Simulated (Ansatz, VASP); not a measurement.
## Two plane-wave programs on W

The input INCAR:

```
SYSTEM = W
ALGO = Fast
DIPOL = 0.5 0.5 0.500
EDIFF = 1E-7
ENCUT = 520
GGA = PE
IDIPOL = 3
ISIF = 2
ISMEAR = 0
LASPH = .TRUE.
LCHARG = .FALSE.
LDIPOL = .TRUE.
LREAL = .FALSE.
LWAVE = .FALSE.
NBANDS = 43
NELM = 60
PREC = Accurate
SIGMA = 0.1
```

File KPOINTS:

```
k-points
0
G
  13 13 1
  0 0 0
```

File POSCAR:

```
W
1.0
    2.7570339078      0.0000000000      0.0000000000
   -0.9190113026      2.5993564963      0.0000000000
    0.0000000000      0.0000000000     24.0044350370
W
5
Direct
    0.5000000000      0.5000000000      0.3124422628
    0.0000000000      0.0000000000      0.4062211314
    0.5000000000      0.5000000000      0.5000000000
    0.0000000000      0.0000000000      0.5937788686
    0.5000000000      0.5000000000      0.6875577372
```

Input for Ansatz:

```yaml
crystal:
  lattice:
    - [2.7570339078, 0.0, 0.0]
    - [-0.9190113026, 2.5993564963, 0.0]
    - [0.0, 0.0, 24.004435037]
  atoms:
    - { symbol: W, position: [0.5, 0.5, 0.3124422628] }
    - { symbol: W, position: [0.0, 0.0, 0.4062211314] }
    - { symbol: W, position: [0.5, 0.5, 0.5] }
    - { symbol: W, position: [0.0, 0.0, 0.5937788686] }
    - { symbol: W, position: [0.5, 0.5, 0.6875577372] }
basis:
  ecutwfc: 420
kpoints:
  mp_grid: { grid: [13, 13, 1] }
hamiltonian:
  xc: pbe
scf:
  occupations: { method: gaussian, width: 0.1 }
output:
  forces: true
  eigenvalues: true
  write_density: true
  write_potential: true
  elf: true
  volumetric_format: npy
efield:
  axis: 3
  dipole_correction: true
  ramp_width: 0.04
```

Alike in both runs: task single point; functional PBE; k mesh 13 × 13 × 1; occupations gaussian, width 0.1 eV; no spin polarisation.

|  | VASP | Ansatz |
| --- | --- | --- |
| version | VASP 6.6.1 | Ansatz 0.2.0 |
| potentials or method | VASP PAW PBE potentials, release 64 (W_sv), cutoff 520 eV | scalar-relativistic, plane waves, PAW |
| valence electrons in the cell | 70 | 70 |

```tsv
	VASP	Ansatz	Ansatz less VASP
gap on the k mesh at the Fermi level (eV)	none	none	-
rms of the force components (eV/Å)	0.327	0.331	+0.0040
```

Atom by atom the forces differ by 0.009 eV/Å (rms over components). A gap of «none» marks a metal or a gap that the smearing closes. The functional is the same, so the differences come from potentials, cutoffs and numerics. Ansatz's warnings: xc potential rough in thin density.

Spin-orbit coupling is off throughout.
